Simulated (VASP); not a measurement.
PbO: single point with PBE+D3(BJ)

PbO:

```
CELL_PARAMETERS angstrom
4.01694 0.00000 0.00000
0.00000 4.01694 0.00000
0.00000 0.00000 4.73448
ATOMIC_POSITIONS crystal
Pb 0.00000 0.50000 0.25004
Pb 0.50000 0.00000 0.74996
O 0.00000 0.00000 0.00000
O 0.50000 0.50000 0.00000
```

```
Program             : VASP 6.6.1
Task                : single point
Functional          : PBE
Dispersion          : D3(BJ)
Potentials or basis : VASP PAW PBE potentials, release 64 (Pb_d, O)
Cutoff              : 520 eV
k mesh              : 8 × 8 × 6
Occupations         : gaussian, width 0.02 eV
Spin                : no spin polarisation
```

| Quantity | Value |
| --- | --- |
| Pressure | 1.8 GPa |
| Largest force | 0.034 eV/Å |
| Band gap on the k mesh | 1.06 eV (least direct gap 1.99 eV) |
| Dispersion energy per atom | -0.249 eV |

Forces in eV/Å, atoms in the order of the input:
```
Pb   0.000  0.000  0.034
Pb   0.000  0.000 -0.034
O    0.000  0.000  0.000
O    0.000  0.000  0.000
```

Stress tensor (GPa, compression positive):
```
1.81 0.00 0.00
0.00 1.81 0.00
0.00 0.00 1.67
```

Levels at points of the mesh, in eV from the valence-band top:
```
           k point  band 17  band 18  band 19  band 20  band 21  band 22  band 23  band 24
(0.00, 0.00, 0.00)    -1.56    -1.55    -1.55    -0.03     2.73     5.45     5.45     6.18
(0.50, 0.00, 0.00)    -2.88    -2.88    -1.53    -1.53     3.67     3.67     6.60     6.60
(0.50, 0.50, 0.00)    -1.46    -1.46    -0.93    -0.93     1.06     1.06     5.53     5.53
(0.00, 0.00, 0.50)    -1.63    -1.58    -1.58    -0.66     2.04     3.74     3.74     3.98
(0.50, 0.00, 0.50)    -2.82    -2.82    -0.82    -0.82     3.35     3.35     6.12     6.12
(0.50, 0.50, 0.50)    -2.30    -2.30    -0.93    -0.93     3.55     3.55     5.33     5.33
```

Wall time 2.2 min on 1 thread of Intel(R) Xeon(R) Platinum 8259CL CPU @ 2.50GHz (Skylake/Cascade Lake), on a shared host, peak memory 0.26 GiB.

Caveat: spin-orbit coupling is left out, which moves the levels of the heavy elements. A k mesh can miss the band edges.
